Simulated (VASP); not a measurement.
## MgGaF5: single point with PBEsol

Crystal: MgGaF5.

```xyz
7
Lattice="3.8190 -0.0028 -0.5749 0.0029 3.7746 0.0006 -0.8903 -0.0004 6.5795" Properties=species:S:1:pos:R:3 pbc="T T T"
Mg   -0.6996   -0.8850    3.3577
Ga    2.4930    2.8878   -0.9355
F    -1.3290    1.0034   -0.3785
F     1.3156   -0.8866    3.7517
F    -0.3443    2.8889    5.6801
F     2.7603   -0.8872    0.8603
F    -0.6724    1.0022    3.4388
```

| Item | Value |
| --- | --- |
| Program | VASP 6.6.1 |
| Task | single point |
| Functional | PBEsol |
| Potentials or basis | VASP PAW PBE potentials, release 64 (Mg, Ga_d, F) |
| Cutoff | 520 eV |
| k mesh | 6 × 6 × 4 |
| Occupations | fermi-dirac, width 0.05 eV |
| Spin | no spin polarisation |

```yaml
Pressure: -0.1 GPa
Largest_force: 0.112 eV/Å
Band_gap_on_the_k_mesh: 4.42 eV (least direct gap 4.48 eV)
```

Forces on the atoms (eV/Å):
```
Mg  -0.004  0.000 -0.015
Ga   0.002  0.001  0.019
F    0.000  0.000 -0.003
F   -0.013  0.000 -0.087
F   -0.005  0.000 -0.026
F    0.020  0.000  0.110
F   -0.001  0.000  0.003
```

Stress tensor (GPa, compression positive):
```
-0.13  0.00 -0.02
 0.00 -0.10  0.00
-0.02  0.00  0.00
```

Levels at points of the mesh, in eV from the valence-band top:
```tsv
k point	band 21	band 22	band 23	band 24	band 25	band 26	band 27	band 28	band 29	band 30
(0.00, 0.00, 0.00)	-1.51	-1.48	-0.89	-0.26	-0.06	4.42	8.57	10.89	12.18	14.20
(0.50, 0.00, 0.00)	-1.73	-1.50	-1.13	-0.39	-0.24	7.09	9.57	10.60	11.15	13.03
(0.00, 0.50, 0.00)	-1.51	-1.48	-1.07	-0.32	-0.13	7.14	10.03	11.04	11.83	12.10
(0.50, 0.50, 0.00)	-1.37	-1.16	-1.09	-0.16	-0.01	9.27	10.02	10.81	11.06	11.48
(0.00, 0.00, 0.50)	-1.52	-1.40	-0.93	-0.39	-0.06	5.03	7.82	10.32	14.05	14.15
(0.50, 0.00, 0.50)	-1.74	-1.49	-1.13	-0.39	-0.24	7.11	9.60	10.56	11.08	13.13
(0.00, 0.50, 0.50)	-1.59	-1.53	-1.13	-0.32	-0.11	7.52	9.82	10.34	11.03	12.63
(0.50, 0.50, 0.50)	-1.35	-1.17	-1.10	-0.17	0.00	9.29	10.02	10.81	11.06	11.48
```

It took 2.2 min on 1 thread of AMD EPYC 9R45 96-Core Processor (Zen 5), with other jobs on the host, peak memory 0.3 GiB.

Caveat: the PAW data sets were made with another functional, which shifts forces and pressure a little. A k mesh can miss the band edges.
